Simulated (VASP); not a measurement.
Input of a VASP 6.6.1 run:

Contents of INCAR:

```
PREC = Accurate
ENCUT = 600
EDIFF = 1E-6
ISMEAR = -1
SIGMA = 0.05
LREAL = F
LASPH = T
NELM = 60
ALGO = Normal
ISIF = 3
LWAVE = F
LCHARG = F
GGA = PE
IBRION = 2
NSW = 60
EDIFFG = -0.01
PSTRESS = 20.0
```

File KPOINTS:

```
Automatic mesh
0
Gamma
  8 8 8
```

POSCAR

```
GaF
1.0
    0.0000000000      2.8462400000      2.8462400000
    2.8462400000      0.0000000000      2.8462400000
    2.8462400000      2.8462400000      0.0000000000
Ga F
1 1
Direct
    0.2500000000      0.2500000000      0.2500000000
    0.0000000000      0.0000000000      0.0000000000
```

Potentials or basis: VASP PAW PBE potentials, release 64 (Ga_d, F).

Launch:

```bash
$ cat potpaw_PBE.64/Ga_d/POTCAR potpaw_PBE.64/F/POTCAR > POTCAR
$ mpirun -np 1 vasp_std > vasp.out
```

Q: Predict the relaxed cell.

A: a = 3.927 Å, b = 3.927 Å, c = 3.927 Å, α = 60.00°, β = 60.00°, γ = 60.00°.

Q: Estimate the relaxed volume.

A: 21.42 Å³/atom.

The path:
```csv
step,energy change (eV),largest force (eV/Å),pressure (GPa),volume (Å³)
1,0.0000,0.0000,-0.15,46.12
2,0.0058,0.0000,1.09,44.08
3,0.0181,0.0000,2.01,42.84
```

Caveat: the cell is relaxed towards a set pressure, so the enthalpy falls and the energy may rise.
